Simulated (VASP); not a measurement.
Here is a VASP 6.6.1 calculation.

File INCAR:

```
PREC = Accurate
ENCUT = 520
EDIFF = 1E-6
ISMEAR = 0
SIGMA = 0.05
LREAL = F
LASPH = T
NELM = 80
ALGO = Normal
ISIF = 2
LWAVE = F
LCHARG = T
LELF = T
LVHAR = T
NBANDS = 11
```

File KPOINTS:

```
Automatic mesh
0
Gamma
  12 12 12
```

Contents of POSCAR:

```
Si
1.0
    0.0000000000      2.4793000120      2.9741682944
    2.4793000120      0.0000000000      2.9741682944
    2.4793000120      2.4793000120      0.0000000000
Si
2
Direct
    0.5000000000      0.5000000000      0.5000000000
    0.7500000000      0.7500000000      0.7500000000
```

Potentials or basis: VASP PAW LDA potentials, release 64 (Si).

The run is started by

```console
$ cat potpaw_LDA.64/Si/POTCAR > POTCAR
$ mpirun -np 1 vasp_std > vasp.out
```

(1) Predict the pressure.

(2) What does it give for the band gap on the k mesh?

Results:

(1) 6.8 GPa.

(2) zero (band 4 reaches 7.35 eV, above the bottom of band 5 at 6.60 eV).
